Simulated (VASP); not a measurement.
# Mo (P6/mmm) in VASP: a series of runs, part 2 of 2

VASP 6.6.1. Earlier steps stand in the parts before.

### Step 3. Single point, PBEsol (the distance across one plane changed)

Contents of INCAR:

```
SYSTEM = Mo
  PREC = Accurate
  ENCUT = 520
  EDIFF = 1E-7
  ISMEAR = 0
  SIGMA = 0.15
  LREAL = .FALSE.
  LASPH = .TRUE.
  NELM = 100
  ALGO = Fast
  ISIF = 2
  LWAVE = .FALSE.
  LCHARG = .FALSE.
  GGA = PS
  NBANDS = 36
```

Contents of KPOINTS:

```
Automatic mesh
0
G
  25 25 6
  0 0 0
```

Contents of POSCAR:

```
Mo
1.0
   -1.3711677094     -2.3749321384      0.0000000000
    1.3711677094     -2.3749321384      0.0000000000
    0.0000000000      0.0000000000     10.4682842839
Mo
4
Direct
    0.0000000000      0.0000000000      0.8332070960
    0.0000000000      0.0000000000      0.1190295851
    0.0000000000      0.0000000000      0.3570887554
    0.0000000000      0.0000000000      0.5951479257
```

Potentials or basis: VASP PAW PBE potentials, release 64 (Mo_sv).

Started as:

```sh
> cat potpaw_PBE.64/Mo_sv/POTCAR > POTCAR
> mpirun -np 1 vasp_std > vasp.out
```

OUTCAR:

```text
SYSTEM = Mo
   PREC = Accurate
   ENCUT = 520
   EDIFF = 1E-7
   ISMEAR = 0
   LREAL = .FALSE.
   LASPH = .TRUE.
   NELM = 100
   ISIF = 2
   GGA = PS

 ion  position               nearest neighbor table
   1  0.000  0.000  0.833-   4 2.49   2 2.99
   2  0.000  0.000  0.119-   3 2.49   1 2.99
   3  0.000  0.000  0.357-   2 2.49   4 2.49
   4  0.000  0.000  0.595-   3 2.49   1 2.49

  LATTYP: Found a hexagonal cell.
 ALAT       =     2.7423354188
 C/A-ratio  =     3.8172880721

  Lattice vectors:

 A1 = (  -1.3711677094,   2.3749321384,   0.0000000000)
 A2 = (  -1.3711677094,  -2.3749321384,   0.0000000000)
 A3 = (   0.0000000000,   0.0000000000,  10.4682842839)

Analysis of symmetry for initial positions (statically):
=====================================================================
 Subroutine PRICEL returns:
 Original cell was already a primitive cell.

 Routine SETGRP: Setting up the symmetry group for a
 hexagonal supercell.

 Subroutine GETGRP returns: Found 24 space group operations
 (whereof 12 operations were pure point group operations)
 out of a pool of 24 trial point group operations.

The static configuration has the point symmetry C_6v.
 The point group associated with its full space group is D_6h.

Analysis of symmetry for dynamics (positions and initial velocities):
=====================================================================
 Subroutine PRICEL returns:
 Original cell was already a primitive cell.

 Routine SETGRP: Setting up the symmetry group for a
 hexagonal supercell.

 Subroutine GETGRP returns: Found 24 space group operations
 (whereof 12 operations were pure point group operations)
 out of a pool of 24 trial point group operations.

The dynamic configuration has the point symmetry C_6v.
 The point group associated with its full space group is D_6h.

 Subroutine INISYM returns: Found 24 space group operations
 (whereof 12 operations are pure point group operations),
 and found     1 'primitive' translations

----------------------------------------------------------------------------------------

                                     Primitive cell

  volume of cell :      68.1785

  direct lattice vectors                    reciprocal lattice vectors
    -1.371167709 -2.374932138  0.000000000    -0.364652695 -0.210532331  0.000000000
     1.371167709 -2.374932138  0.000000000     0.364652695 -0.210532331  0.000000000
     0.000000000  0.000000000 10.468284284     0.000000000  0.000000000  0.095526638

  length of vectors
     2.742335419  2.742335419 10.468284284     0.421064663  0.421064663  0.095526638

  position of ions in fractional coordinates (direct lattice)
     0.000000000  0.000000000  0.833207096
     0.000000000  0.000000000  0.119029585
     0.000000000  0.000000000  0.357088755
     0.000000000  0.000000000  0.595147926

  ion indices of the primitive-cell ions
   primitive index   ion index
                 1           1
                 2           2
                 3           3
                 4           4

----------------------------------------------------------------------------------------

 KPOINTS: Automatic mesh

Automatic generation of k-mesh.
 Grid dimensions read from file:
 generate k-points for:   25   25    6

 Generating k-lattice:

  Cartesian coordinates                     Fractional coordinates (reciprocal lattice)
    -0.014586108 -0.008421293  0.000000000     0.040000000  0.000000000  0.000000000
     0.014586108 -0.008421293  0.000000000     0.000000000  0.040000000  0.000000000
     0.000000000  0.000000000  0.015921106     0.000000000  0.000000000  0.166666667

  Length of vectors
     0.016842587  0.016842587  0.015921106

  Shift w.r.t. Gamma in fractional coordinates (k-lattice)
     0.000000000  0.000000000  0.000000000

 Subroutine IBZKPT returns following result:
 ===========================================

 Found    260 irreducible k-points:

 Following reciprocal coordinates:
            Coordinates               Weight
  0.000000  0.000000  0.000000      1.000000
  0.040000 -0.000000  0.000000      6.000000
  0.080000 -0.000000  0.000000      6.000000
  0.120000 -0.000000  0.000000      6.000000
  0.160000 -0.000000  0.000000      6.000000
  0.200000  0.000000  0.000000      6.000000
[... 16 lines left out ...]
  0.440000  0.040000  0.000000     12.000000
  0.480000  0.040000  0.000000     12.000000
 [... further k-points ...]
   k-points           NKPTS =    260   k-points in BZ     NKDIM =    260   number of bands    NBANDS=     36
   number of dos      NEDOS =    301   number of ions     NIONS =      4
   total plane-waves  NPLWV =  32000
   dimension x,y,z NGX =    20 NGY =   20 NGZ =   80
   dimension x,y,z NGXF=    40 NGYF=   40 NGZF=  160
   ions per type =               4
   NGX,Y,Z   is equivalent  to a cutoff of  12.12, 12.12, 12.70 a.u.
   NGXF,Y,Z  is equivalent  to a cutoff of  24.25, 24.25, 25.41 a.u.
 SYSTEM =  Mo
   PREC   = accura    normal or accurate (medium, high low for compatibility)
   ISTART =      0    job   : 0-new  1-cont  2-samecut
   ICHARG =      2    charge: 1-file 2-atom 10-const
   ISPIN  =      1    spin polarized calculation?
   LNONCOLLINEAR =      F non collinear calculations
   LSORBIT =      F    spin-orbit coupling
   LASPH  =      T    aspherical Exc in radial PAW
   ENCUT  =  520.0 eV  38.22 Ry    6.18 a.u.   5.10  5.10 19.46*2*pi/ulx,y,z
   NELM   =    100;   NELMIN=  2; NELMDL= -5     # of ELM steps
   EDIFF  = 0.1E-06   stopping-criterion for ELM
   LREAL  =      F    real-space projection
   EDIFFG = 0.1E-05   stopping-criterion for IOM
   NSW    =      0    number of steps for IOM
   IBRION =     -1    ionic relax: 0-MD 1-quasi-New 2-CG
   NFREE  =      0    steps in history (QN), initial steepest desc. (CG)
   ISIF   =      2    stress and relaxation
   ISYM   =      2    0-nonsym 1-usesym 2-fastsym
   POTIM  = 0.5000    time-step for ionic-motion
   TEBEG  =    0.0;   TEEND  =   0.0 temperature during run
   PSTRESS=    0.0 pullay stress
   NELECT =      56.0000    total number of electrons
   NUPDOWN=      -1.0000    fix difference up-down
   EMIN   =  10.00;   EMAX   =-10.00  energy-range for DOS
   EFERMI =   0.00;   METHOD = LEGACY
   ISMEAR =     0;   SIGMA  =   0.15  broadening in eV -4-tet -1-fermi 0-gaus
   EFERMI_NEDOS =   21; number of points for ismear=-14 and -15
   IALGO  =     68    algorithm
   IMIX   =      4    mixing-type and parameters
     AMIX     =   0.40;   BMIX     =  1.00
     AMIX_MAG =   1.60;   BMIX_MAG =  1.00
  volume/ion in A,a.u.               =      17.04       115.02
  Fermi-wavevector in a.u.,A,eV,Ry     =   1.533163  2.897259 31.981714  2.350590
  Thomas-Fermi vector in A             =   2.640269
   LORBIT       =      0    0 simple, 1 ext, 2 COOP (PROOUT), +10 PAW based schemes
   GGA     = PS    functional components
   LHFCALC =     F    Hartree Fock is set to
   AEXX    =    0.0000 exact exchange contribution
   IVDW    =     0    specifies the selected vdW correction
   LEPSILON=     F    determine dielectric tensor
   LRPA    =     F    only Hartree local field effects (RPA)
 non-spin polarized calculation
 RMM-DIIS sequential band-by-band and
 Gauss-broadening in eV      SIGMA  =   0.15
  energy-cutoff  :      520.00
  volume of cell :       68.18
 maximum number of plane-waves:      1857
   NGX = 11   NGY = 11   NGZ = 39

 number of electron      56.0000012 magnetization

 Free energy of the ion-electron system (eV)
  ---------------------------------------------------
  ext. energy  EPLUGINS =         0.00000000
  ---------------------------------------------------
  free energy    TOTEN  =       -43.05977129 eV

  energy without entropy =      -43.01395147  energy(sigma->0) =      -43.03686138

 E-fermi :  11.0061     XC(G=0): -12.9295

 val. band max:       11.0057044630   @ k =   0.4400   0.1600   0.0000
 cond. band min:      11.0070650978   @ k =   0.2800   0.0400   0.0000
 fundamental gap:      0.0013606348
 Fermi energy:        11.0061458160

 k-point     1 :       0.0000    0.0000    0.0000
  band No.  band energies     occupation
      1     -49.9549      2.00000
      2     -49.9096      2.00000
      3     -49.7896      2.00000
      4     -49.6586      2.00000
      5     -24.9127      2.00000
      6     -24.3436      2.00000
[... 925 lines left out ...]
     35      15.2640      0.00000
     36      15.3740      0.00000

 [... further k-points ...]

------------------------ aborting loop because EDIFF is reached ----------------------------------------

  FORCE on cell =-STRESS in cart. coord.  units (eV):
  Direction    XX          YY          ZZ          XY          YZ          ZX
  --------------------------------------------------------------------------------------
  -------------------------------------------------------------------------------------
  Total       -0.8977225     -0.8977225     -4.9524333      0.0000000      0.0000000      0.0000000
  in kB      -21.0962581    -21.0962581   -116.3809594      0.0000000      0.0000000      0.0000000
  external PRESSURE =     -52.8578252 kB  Pullay stress =       0.0000000 kB

 VOLUME and BASIS-vectors are now :
 -----------------------------------------------------------------------------
  energy-cutoff  :      520.00
  volume of cell :       68.18
      direct lattice vectors                 reciprocal lattice vectors
    -1.371167709 -2.374932138  0.000000000    -0.364652695 -0.210532331  0.000000000
     1.371167709 -2.374932138  0.000000000     0.364652695 -0.210532331  0.000000000
     0.000000000  0.000000000 10.468284284     0.000000000  0.000000000  0.095526638

 POSITION                                       TOTAL-FORCE (eV/Angst)
 -----------------------------------------------------------------------------------
      0.00000      0.00000      8.72225         0.000000      0.000000      1.074323
      0.00000      0.00000      1.24604         0.000000     -0.000000     -1.074323
      0.00000      0.00000      3.73811        -0.000000     -0.000000     -0.372710
      0.00000      0.00000      6.23018        -0.000000      0.000000      0.372710
 -----------------------------------------------------------------------------------
    total drift:                                0.000000      0.000000     -0.000113

  FREE ENERGIE OF THE ION-ELECTRON SYSTEM (eV)
  ---------------------------------------------------
  free  energy   TOTEN  =       -43.0597712890 eV

  energy  without entropy=      -43.0139514703  energy(sigma->0) =      -43.03686138
```

OSZICAR:

```text
N       E                     dE             d eps       ncg     rms          rms(c)
DAV:   1     0.685537629387E+03    0.68554E+03   -0.35546E+04 18760   0.163E+03
DAV:   2    -0.224696373255E+02   -0.70801E+03   -0.69406E+03 20332   0.517E+02
DAV:   3    -0.450604341966E+02   -0.22591E+02   -0.21808E+02 24612   0.871E+01
[... 11 lines left out ...]
RMM:  15    -0.430597687439E+02   -0.65717E-05   -0.75504E-05 26400   0.199E-02    0.235E-03
RMM:  16    -0.430597703763E+02   -0.16324E-05   -0.15934E-05 22621   0.932E-03    0.162E-03
RMM:  17    -0.430597709827E+02   -0.60644E-06   -0.73204E-06 17641   0.446E-03    0.405E-04
RMM:  18    -0.430597712165E+02   -0.23374E-06   -0.17869E-06 15259   0.218E-03    0.286E-04
RMM:  19    -0.430597712890E+02   -0.72543E-07   -0.85967E-07 12195   0.107E-03
   1 F= -.43059771E+02 E0= -.43036861E+02  d E =-.458198E-01
```

Run time: 14 min. Hardware: 1 thread of Intel Xeon 8259CL, shared host; peak memory 0.52 GiB.

Results:

| Property | Result |
| --- | --- |
| Free energy | -43.0598 eV |
| Pressure | -5.3 GPa |
| Largest force | 1.074 eV/Å |
| Band gap on the k mesh | zero (bands 28 and 29 overlap by 1.47 eV) |

Forces on the atoms (eV/Å):
```
Mo   0.000  0.000  1.074
Mo   0.000  0.000 -1.074
Mo   0.000  0.000 -0.373
Mo   0.000  0.000  0.373
```

Caveat: the cell differs from its parent crystal (the distance across one plane changed); the stress differs along the axes, from -12 to -2 GPa; the PAW data sets were made with another functional, which shifts forces and pressure a little.
